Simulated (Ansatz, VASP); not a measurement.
## One calculation of PtS2, two programs

The input INCAR:

```
SYSTEM = PtS2
ALGO = Normal
DIPOL = 0.5 0.5 0.403
EDIFF = 1E-6
ENCUT = 520
GGA = PE
IDIPOL = 3
ISIF = 2
ISMEAR = 0
IVDW = 12
LASPH = .TRUE.
LCHARG = .FALSE.
LDIPOL = .TRUE.
LREAL = .FALSE.
LWAVE = .FALSE.
NBANDS = 31
NELM = 80
PREC = Accurate
SIGMA = 0.05
```

File KPOINTS:

```
k-points
0
G
  9 9 1
  0 0 0
```

Contents of POSCAR:

```
PtS2
1.0
    3.5415278079      0.0000000000      0.0000000000
   -1.7707639039      3.0670530498      0.0000000000
    0.0000000000      0.0000000000     22.4670615492
S Pt
4 2
Direct
    0.6666666667      0.3333333333      0.2002932155
    0.3333333333      0.6666666667      0.3108341854
    0.8333333333      0.6666666667      0.4951039436
    0.5000000000      1.0000000000      0.6056449135
    0.0000000000      0.0000000000      0.2555637004
    0.1666666667      0.3333333333      0.5503744286
```

Input for Ansatz:

```yaml
crystal:
  lattice:
    - [3.5415278079, 0.0, 0.0]
    - [-1.7707639039, 3.0670530498, 0.0]
    - [0.0, 0.0, 22.4670615492]
  atoms:
    - { symbol: S, position: [0.6666666667, 0.3333333333, 0.2002932155] }
    - { symbol: Pt, position: [0.0, 0.0, 0.2555637004] }
    - { symbol: S, position: [0.3333333333, 0.6666666667, 0.3108341854] }
    - { symbol: S, position: [0.8333333333, 0.6666666667, 0.4951039436] }
    - { symbol: Pt, position: [0.1666666667, 0.3333333333, 0.5503744286] }
    - { symbol: S, position: [0.5, 1.0, 0.6056449135] }
basis:
  ecutwfc: 420
kpoints:
  mp_grid: { grid: [9, 9, 1] }
hamiltonian:
  xc: pbe
  pseudopotentials: { kind: paw, azcp: { folder: soft_1 } }
  dispersion: d3bj
scf:
  occupations: { method: gaussian, width: 0.05 }
output:
  forces: true
  eigenvalues: true
efield:
  axis: 3
  dipole_correction: true
  ramp_width: 0.04
```

Alike in both runs: task single point; functional PBE; dispersion D3(BJ); k mesh 9 × 9 × 1; occupations gaussian, width 0.05 eV; no spin polarisation.

|  | VASP | Ansatz |
| --- | --- | --- |
| version | VASP 6.6.1 | Ansatz 0.2.0 |
| potentials or method | VASP PAW PBE potentials, release 64 (S, Pt), cutoff 520 eV | scalar-relativistic, plane waves, PAW |
| valence electrons in the cell | 44 | 60 |

Ansatz gave:

* gap on the k mesh at the Fermi level (eV): 1.68
* least direct gap on the mesh (eV): 1.75
* rms of the force components (eV/Å): 0.023

**Question.** Which values does VASP return?

**Answer.** gap on the k mesh at the Fermi level (eV): 1.68; least direct gap on the mesh (eV): 1.75; rms of the force components (eV/Å): 0.020.

VASP's potentials hold 44 valence electrons a cell and Ansatz's 60, so a difference there can come from the potentials and not from the codes.

Neither program's run includes spin-orbit coupling.
